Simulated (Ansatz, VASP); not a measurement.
**BiTe2As: VASP beside Ansatz**

```
CELL_PARAMETERS angstrom
2.16044 1.24733 7.43576
-2.16044 1.24733 7.43576
0.00000 -2.49467 7.43576
ATOMIC_POSITIONS crystal
Bi 0.00000 0.00000 0.00000
Te 0.24213 0.24213 0.24213
Te 0.75787 0.75787 0.75787
As 0.50000 0.50000 0.50000
```

Alike in both runs: functional PBE; k mesh 6 × 6 × 6; occupations gaussian, width 0.1 eV; no spin polarisation.

Ansatz relaxed the structure, and its values are those at the end. VASP's run is a single point on that final structure, the one shown.

```csv
,VASP,Ansatz
version,VASP 6.6.1,Ansatz 0.2.0
potentials or method,"VASP PAW PBE potentials, release 64 (Bi_d, Te, As), cutoff 520 eV","scalar-relativistic, plane waves, PAW"
valence electrons in the cell,32,62
```

|  | VASP | Ansatz | Ansatz less VASP |
| --- | --- | --- | --- |
| gap on the k mesh at the Fermi level (eV) | none | none | - |
| pressure (GPa) | 0.0 | 0.0 | +0.03 |

A gap of «none» marks a metal or a gap that the smearing closes. The functional is the same, so the differences come from potentials, cutoffs and numerics. VASP's potentials hold 32 valence electrons a cell and Ansatz's 62, so a difference there can come from the potentials and not from the codes.

Neither program's run includes spin-orbit coupling.
